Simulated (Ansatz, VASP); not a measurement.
One calculation of Ga, two programs

```
CELL_PARAMETERS angstrom
2.72507 0.00000 0.00000
0.00000 2.72507 0.00000
0.00000 0.00000 2.72507
ATOMIC_POSITIONS crystal
Ga 0.00000 0.00000 0.00000
```

Alike in both runs: task single point; functional RPBE; k mesh 13 × 13 × 13; occupations fermi-dirac, width 0.1 eV; no spin polarisation.

|  | VASP | Ansatz |
| --- | --- | --- |
| version | VASP 6.6.1 | Ansatz 0.2.0 |
| potentials or method | VASP PAW PBE potentials, release 64 (Ga_d), cutoff 520 eV | plane waves (420 eV) with PAW, scalar-relativistic |
| valence electrons in the cell | 13 | 13 |

|  | VASP | Ansatz | Ansatz less VASP |
| --- | --- | --- | --- |
| pressure (GPa) | 1.6 | 1.5 | -0.10 |

VASP's potentials were made for PBE, not for RPBE. The functional is the same, so the differences come from potentials, cutoffs and numerics.
